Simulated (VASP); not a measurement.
# C in VASP: single point with PBE+D3(BJ)

Aim: the single point of C with PBE+D3(BJ).

All numbers are computed with VASP 6.6.1; they aren't measurements. Logs are shortened: lines on timing, memory, paths and dates and some standing lists are left out, and cuts for length are marked.

### 1 The cell of the first run

The cell holds a slab with vacuum, 4 atoms: a = 2.466 Å, b = 2.466 Å, c = 17.500 Å, α = 90.00°, β = 90.00°, γ = 120.00°.

### 2 Single point, PBE+D3(BJ) (layers slid over each other)

Input file INCAR:

```
SYSTEM = C
PREC = Accurate ; ENCUT = 520
EDIFF = 1E-7 ; ISMEAR = 0
SIGMA = 0.1 ; LREAL = .FALSE.
LASPH = .TRUE. ; NELM = 100
ALGO = Normal ; ISIF = 2
LWAVE = .FALSE. ; LCHARG = .TRUE.
LDIPOL = .TRUE. ; IDIPOL = 3
DIPOL = 0.5 0.5 0.345 ; GGA = PE
IVDW = 12 ; LELF = .TRUE.
LVHAR = .TRUE. ; LVACPOTAV = .TRUE.
NBANDS = 16
```

Input file KPOINTS:

```
Automatic mesh
0
G
  15 15 1
  0 0 0
```

Input file POSCAR:

```
C
1.0
    2.4656524415      0.0000000000      0.0000000000
   -1.2328262207      2.1353176512      0.0000000000
    0.0000000000      0.0000000000     17.5000663887
C
4
Direct
    0.6666666667      0.3333333333      0.2571437785
    0.3333333333      0.6666666667      0.2571418816
    0.6666666667      0.8333333333      0.4320021548
    0.3333333333      1.1666666667      0.4320002580
```

Potentials or basis: VASP PAW PBE potentials, release 64 (C).

Command:

```
cat potpaw_PBE.64/C/POTCAR > POTCAR
mpirun -np 1 vasp_std > vasp.out
```

OUTCAR:

```text
SYSTEM = C
   PREC = Accurate
   ENCUT = 520
   EDIFF = 1E-7
   ISMEAR = 0
   LREAL = .FALSE.
   LASPH = .TRUE.
   NELM = 100
   ISIF = 2
   GGA = PE
   IVDW = 12
 IVDW          = 12

 ion  position               nearest neighbor table
   1  0.667  0.333  0.257-   2 1.42   2 1.42   2 1.42
   2  0.333  0.667  0.257-   1 1.42   1 1.42   1 1.42
   3  0.667  0.833  0.432-   4 1.42   4 1.42   4 1.42
   4  0.333  0.167  0.432-   3 1.42   3 1.42   3 1.42

  LATTYP: Found a hexagonal cell.
 ALAT       =     2.4656524415
 C/A-ratio  =     7.0975398212

  Lattice vectors:

 A1 = (   2.4656524415,   0.0000000000,   0.0000000000)
 A2 = (  -1.2328262207,   2.1353176512,   0.0000000000)
 A3 = (   0.0000000000,   0.0000000000,  17.5000663887)

Analysis of symmetry for initial positions (statically):
=====================================================================
 Subroutine PRICEL returns:
 Original cell was already a primitive cell.

 Routine SETGRP: Setting up the symmetry group for a
 hexagonal supercell.

 Subroutine GETGRP returns: Found  8 space group operations
 (whereof  4 operations were pure point group operations)
 out of a pool of 24 trial point group operations.

The static configuration has the point symmetry C_2v.
 The point group associated with its full space group is D_2h.

Analysis of symmetry for dynamics (positions and initial velocities):
=====================================================================
 Subroutine PRICEL returns:
 Original cell was already a primitive cell.

 Routine SETGRP: Setting up the symmetry group for a
 hexagonal supercell.

 Subroutine GETGRP returns: Found  8 space group operations
 (whereof  4 operations were pure point group operations)
 out of a pool of 24 trial point group operations.

The dynamic configuration has the point symmetry C_2v.
 The point group associated with its full space group is D_2h.

 Subroutine INISYM returns: Found  8 space group operations
 (whereof  4 operations are pure point group operations),
 and found     1 'primitive' translations

----------------------------------------------------------------------------------------

                                     Primitive cell

  volume of cell :      92.1370

  direct lattice vectors                    reciprocal lattice vectors
     2.465652442  0.000000000  0.000000000     0.405572165  0.234157199  0.000000000
    -1.232826221  2.135317651  0.000000000     0.000000000  0.468314398  0.000000000
     0.000000000  0.000000000 17.500066389     0.000000000  0.000000000  0.057142640

  length of vectors
     2.465652442  2.465652441 17.500066389     0.468314398  0.468314398  0.057142640

  position of ions in fractional coordinates (direct lattice)
     0.666666667  0.333333333  0.257143779
     0.333333333  0.666666667  0.257141882
     0.666666667  0.833333333  0.432002155
     0.333333333  0.166666667  0.432000258

  ion indices of the primitive-cell ions
   primitive index   ion index
                 1           1
                 2           2
                 3           3
                 4           4

----------------------------------------------------------------------------------------

 KPOINTS: Automatic mesh

Automatic generation of k-mesh.
 Grid dimensions read from file:
 generate k-points for:   15   15    1

 Generating k-lattice:

  Cartesian coordinates                     Fractional coordinates (reciprocal lattice)
     0.027038144  0.015610480  0.000000000     0.066666667 -0.000000000  0.000000000
     0.000000000  0.031220960  0.000000000     0.000000000  0.066666667  0.000000000
     0.000000000  0.000000000  0.057142640     0.000000000  0.000000000  1.000000000

  Length of vectors
     0.031220960  0.031220960  0.057142640

  Shift w.r.t. Gamma in fractional coordinates (k-lattice)
     0.000000000  0.000000000  0.000000000

 Subroutine IBZKPT returns following result:
 ===========================================

 Found     64 irreducible k-points:

 Following reciprocal coordinates:
            Coordinates               Weight
  0.000000  0.000000  0.000000      1.000000
  0.066667  0.000000  0.000000      2.000000
  0.000000  0.066667  0.000000      4.000000
  0.133333  0.000000  0.000000      2.000000
  0.000000  0.133333  0.000000      4.000000
  0.200000  0.000000  0.000000      2.000000
[... 16 lines left out ...]
 -0.266667  0.200000  0.000000      4.000000
  0.266667  0.066667  0.000000      4.000000
 [... further k-points ...]
   k-points           NKPTS =     64   k-points in BZ     NKDIM =     64   number of bands    NBANDS=     16
   number of dos      NEDOS =    301   number of ions     NIONS =      4
   total plane-waves  NPLWV =  45360
   dimension x,y,z NGX =    18 NGY =   18 NGZ =  140
   dimension x,y,z NGXF=    36 NGYF=   36 NGZF=  280
   ions per type =               4
   NGX,Y,Z   is equivalent  to a cutoff of  12.14, 12.14, 13.30 a.u.
   NGXF,Y,Z  is equivalent  to a cutoff of  24.27, 24.27, 26.60 a.u.
 SYSTEM =  C
   PREC   = accura    normal or accurate (medium, high low for compatibility)
   ISTART =      0    job   : 0-new  1-cont  2-samecut
   ICHARG =      2    charge: 1-file 2-atom 10-const
   ISPIN  =      1    spin polarized calculation?
   LNONCOLLINEAR =      F non collinear calculations
   LSORBIT =      F    spin-orbit coupling
   LASPH  =      T    aspherical Exc in radial PAW
   ENCUT  =  520.0 eV  38.22 Ry    6.18 a.u.   4.58  4.58 32.54*2*pi/ulx,y,z
   NELM   =    100;   NELMIN=  2; NELMDL= -5     # of ELM steps
   EDIFF  = 0.1E-06   stopping-criterion for ELM
   LREAL  =      F    real-space projection
   EDIFFG = 0.1E-05   stopping-criterion for IOM
   NSW    =      0    number of steps for IOM
   IBRION =     -1    ionic relax: 0-MD 1-quasi-New 2-CG
   NFREE  =      0    steps in history (QN), initial steepest desc. (CG)
   ISIF   =      2    stress and relaxation
   ISYM   =      2    0-nonsym 1-usesym 2-fastsym
   POTIM  = 0.5000    time-step for ionic-motion
   TEBEG  =    0.0;   TEEND  =   0.0 temperature during run
   PSTRESS=    0.0 pullay stress
   NELECT =      16.0000    total number of electrons
   NUPDOWN=      -1.0000    fix difference up-down
   EMIN   =  10.00;   EMAX   =-10.00  energy-range for DOS
   EFERMI =   0.00;   METHOD = LEGACY
   ISMEAR =     0;   SIGMA  =   0.10  broadening in eV -4-tet -1-fermi 0-gaus
   EFERMI_NEDOS =   21; number of points for ismear=-14 and -15
   IALGO  =     38    algorithm
   IMIX   =      4    mixing-type and parameters
     AMIX     =   0.40;   BMIX     =  1.00
     AMIX_MAG =   1.60;   BMIX_MAG =  1.00
  volume/ion in A,a.u.               =      23.03       155.44
  Fermi-wavevector in a.u.,A,eV,Ry     =   0.913349  1.725980 11.350070  0.834207
  Thomas-Fermi vector in A             =   2.037850
   LORBIT       =      0    0 simple, 1 ext, 2 COOP (PROOUT), +10 PAW based schemes
   GGA     = PE    functional components
   LHFCALC =     F    Hartree Fock is set to
   AEXX    =    0.0000 exact exchange contribution
   IVDW    =    12    specifies the selected vdW correction
   LEPSILON=     F    determine dielectric tensor
   LRPA    =     F    only Hartree local field effects (RPA)
 non-spin polarized calculation
 Gauss-broadening in eV      SIGMA  =   0.10
  energy-cutoff  :      520.00
  volume of cell :       92.14
 maximum number of plane-waves:      2516
   NGX =  9   NGY =  9   NGZ = 65

 dipolmoment           0.000000      0.000000      0.000224 electrons x Angstroem

 number of electron      15.9999998 magnetization

 dipolmoment           0.000000      0.000000     -0.000129 electrons x Angstroem

 Free energy of the ion-electron system (eV)
  ---------------------------------------------------
  ext. energy  EPLUGINS =         0.00000000
  ---------------------------------------------------
  free energy    TOTEN  =       -36.80884063 eV

  energy without entropy =      -36.80881000  energy(sigma->0) =      -36.80882531

 E-fermi :  -0.8871     XC(G=0):  -4.3713

 val. band max:       -1.0738966512   @ k =   0.3333   0.3333   0.0000
 cond. band min:      -0.7003239870   @ k =   0.3333   0.3333   0.0000
 fundamental gap:      0.3735726642
 Fermi energy:        -0.8871103069

 k-point     1 :       0.0000    0.0000    0.0000
  band No.  band energies     occupation
      1     -20.5262      2.00000
      2     -20.2286      2.00000
      3      -9.1885      2.00000
      4      -7.6871      2.00000
      5      -3.9065      2.00000
      6      -3.8925      2.00000
[... 8 lines left out ...]
     15       7.4428      0.00000
     16       7.4794      0.00000

 k-point     2 :       0.0667    0.0000    0.0000
  band No.  band energies     occupation
      1     -20.4202      2.00000
      2     -20.1243      2.00000
      3      -9.0612      2.00000
      4      -7.5647      2.00000
      5      -4.3225      2.00000
      6      -4.2965      2.00000
[... 8 lines left out ...]
     15       7.5183      0.00000
     16       7.8614      0.00000

 k-point     3 :       0.0000    0.0667    0.0000
  band No.  band energies     occupation
      1     -20.4202      2.00000
      2     -20.1243      2.00000
      3      -9.0608      2.00000
      4      -7.5650      2.00000
      5      -4.3293      2.00000
      6      -4.2896      2.00000
[... 8 lines left out ...]
     15       7.5511      0.00000
     16       7.9157      0.00000

 k-point     4 :       0.1333    0.0000    0.0000
  band No.  band energies     occupation
      1     -20.1031      2.00000
      2     -19.8120      2.00000
      3      -8.6811      2.00000
      4      -7.1997      2.00000
      5      -5.4635      2.00000
      6      -5.4122      2.00000
[... 8 lines left out ...]
     15       7.6033      0.00000
     16       9.1061      0.00000

 k-point     5 :       0.0000    0.1333    0.0000
  band No.  band energies     occupation
      1     -20.1029      2.00000
      2     -19.8122      2.00000
      3      -8.6795      2.00000
      4      -7.2014      2.00000
      5      -5.4688      2.00000
      6      -5.4060      2.00000
[... 8 lines left out ...]
     15       7.5919      0.00000
     16       8.9998      0.00000

 k-point     6 :       0.2000    0.0000    0.0000
  band No.  band energies     occupation
      1     -19.5771      2.00000
      2     -19.2941      2.00000
      3      -8.0551      2.00000
      4      -7.0257      2.00000
      5      -6.9466      2.00000
      6      -6.5977      2.00000
[... 8 lines left out ...]
     15       7.4682      0.00000
     16       7.8334      0.00000
[... 267 lines left out ...]
 k-point    21 :       0.2000    0.0667    0.0000
  band No.  band energies     occupation
      1     -19.1587      2.00000
      2     -18.8823      2.00000
      3      -7.9102      2.00000
      4      -7.8212      2.00000
      5      -7.5574      2.00000
      6      -6.1274      2.00000
[... 8 lines left out ...]
     15       7.6799      0.00000
     16       7.6926      0.00000

 k-point    22 :      -0.0667    0.2667    0.0000
  band No.  band energies     occupation
      1     -19.1581      2.00000
      2     -18.8829      2.00000
      3      -7.9182      2.00000
      4      -7.8094      2.00000
      5      -7.5519      2.00000
      6      -6.1393      2.00000
[... 8 lines left out ...]
     15       7.6279      0.00000
     16       7.6972      0.00000

 k-point    23 :      -0.2667    0.2000    0.0000
  band No.  band energies     occupation
      1     -19.1583      2.00000
      2     -18.8827      2.00000
      3      -7.9095      2.00000
      4      -7.8197      2.00000
      5      -7.5539      2.00000
      6      -6.1356      2.00000
[... 8 lines left out ...]
     15       7.6289      0.00000
     16       7.7224      0.00000

 k-point    24 :       0.2667    0.0667    0.0000
  band No.  band energies     occupation
      1     -18.3297      2.00000
      2     -18.0658      2.00000
      3      -9.6424      2.00000
      4      -9.5216      2.00000
      5      -6.7237      2.00000
      6      -6.6559      2.00000
[... 8 lines left out ...]
     15       7.5946      0.00000
     16       8.6128      0.00000

 [... further k-points ...]

------------------------ aborting loop because EDIFF is reached ----------------------------------------

 Edisp (eV)   -0.50988

 E8    (eV) :    -0.1540

  FORCE on cell =-STRESS in cart. coord.  units (eV):
  Direction    XX          YY          ZZ          XY          YZ          ZX
  --------------------------------------------------------------------------------------
  -------------------------------------------------------------------------------------
  Total       0.02293     0.09819     0.66821    -0.06518     0.00000     0.00000
  in kB       0.39866     1.70742    11.61961    -1.13341     0.00000     0.00000
  external pressure =        4.58 kB  Pullay stress =        0.00 kB

 VOLUME and BASIS-vectors are now :
 -----------------------------------------------------------------------------
  energy-cutoff  :      520.00
  volume of cell :       92.14
      direct lattice vectors                 reciprocal lattice vectors
     2.465652442  0.000000000  0.000000000     0.405572165  0.234157199  0.000000000
    -1.232826221  2.135317651  0.000000000     0.000000000  0.468314398  0.000000000
     0.000000000  0.000000000 17.500066389     0.000000000  0.000000000  0.057142640

 POSITION                                       TOTAL-FORCE (eV/Angst)
 -----------------------------------------------------------------------------------
      1.23283      0.71177      4.50003        -0.002614     -0.001509     -0.113365
     -0.00000      1.42355      4.50000         0.002614      0.001509     -0.113365
      0.61641      1.77943      7.56007        -0.002614     -0.001509      0.113365
      0.61641      0.35589      7.56003         0.002614      0.001509      0.113365
 -----------------------------------------------------------------------------------
    total drift:                               -0.000000     -0.000000     -0.029628

  FREE ENERGIE OF THE ION-ELECTRON SYSTEM (eV)
  ---------------------------------------------------
  free  energy   TOTEN  =       -37.3187208989 eV

  energy  without entropy=      -37.3186902732  energy(sigma->0) =      -37.31870559

 vacuum level on the upper side and lower side of the slab         3.449         3.453
```

Run time: 66 s. Hardware: 1 thread of AMD EPYC 9R45 (Zen 5), shared host; peak memory 0.21 GiB.

What came out:

```
Free energy                : -37.3187 eV
Largest force              : 0.113 eV/Å
Dispersion energy per atom : -0.127 eV
```

Forces on the atoms (eV/Å):
```
C   -0.003 -0.002 -0.113
C    0.003  0.002 -0.113
C   -0.003 -0.002  0.113
C    0.003  0.002  0.113
```

Caveat: the cell differs from its parent crystal (layers slid over each other).
